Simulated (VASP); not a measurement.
A run of VASP 6.6.1:

File INCAR:

```
PREC = Accurate ; ENCUT = 520
EDIFF = 1E-6 ; ISMEAR = 0
SIGMA = 0.15 ; LREAL = False
LASPH = True ; NELM = 60
ALGO = Fast ; ISIF = 2
LWAVE = False ; LCHARG = True
GGA = PE ; LELF = True
LVHAR = True ; NBANDS = 13
```

KPOINTS

```
regular mesh
0
Gamma
  20 20 20
```

Contents of POSCAR:

```
W
1.0
    0.0000000000      2.0909000000      2.0300000000
    2.0909000000      0.0000000000      2.0300000000
    2.0909000000      2.0909000000      0.0000000000
W
1
Direct
    0.0000000000      0.0000000000      0.0000000000
```

Potentials or basis: VASP PAW PBE potentials, release 64 (W_sv).

Run with:

```console
$ cat potpaw_PBE.64/W_sv/POTCAR > POTCAR
$ mpirun -np 1 vasp_std > vasp.out
```

Hardware: 1 thread of AMD EPYC 7R13, on a shared host.

Estimate the wall time of this run.

It took 4.8 min on 1 thread of AMD EPYC 7R13 (shared host), peak memory 0.23 GiB. Counts: scf iterations 12, k points 641.
